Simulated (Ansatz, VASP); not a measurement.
One calculation of Cu, two programs

```
CELL_PARAMETERS angstrom
5.13195 0.00000 0.00000
0.00000 5.13195 0.00000
0.00000 0.00000 19.02793
ATOMIC_POSITIONS crystal
Cu 0.25000 0.25000 0.21022
Cu 0.25000 0.75000 0.21022
Cu 0.75000 0.25000 0.21022
Cu 0.75000 0.75000 0.21022
Cu 0.00000 0.00000 0.30292
Cu 0.00000 0.50000 0.30292
Cu 0.50000 0.00000 0.30292
Cu 0.50000 0.50000 0.30292
Cu 0.25000 0.25000 0.39563
Cu 0.25000 0.75000 0.39563
Cu 0.75000 0.25000 0.39563
Cu 0.75000 0.75000 0.39563
```

Alike in both runs: task single point; functional PBE; k mesh 5 × 5 × 1; occupations gaussian, width 0.1 eV; no spin polarisation.

|  | VASP | Ansatz |
| --- | --- | --- |
| version | VASP 6.6.1 | Ansatz 0.2.0 |
| potentials or method | VASP PAW PBE potentials, release 64 (Cu), cutoff 520 eV | scalar-relativistic, plane waves, PAW |
| valence electrons in the cell | 132 | 228 |

```tsv
	VASP	Ansatz	Ansatz less VASP
gap on the k mesh at the Fermi level (eV)	none	none	-
rms of the force components (eV/Å)	0.017	0.003	-0.0141
work function, face that differs most (eV)	4.53	4.56	+0.030
```

Atom by atom the forces differ by 0.014 eV/Å (rms over components). A gap of «none» marks a metal or a gap that the smearing closes. With one functional, cell and mesh, what is left measures potentials, basis and numerics. VASP's potentials hold 132 valence electrons a cell and Ansatz's 228, so a difference there can come from the potentials and not from the codes.
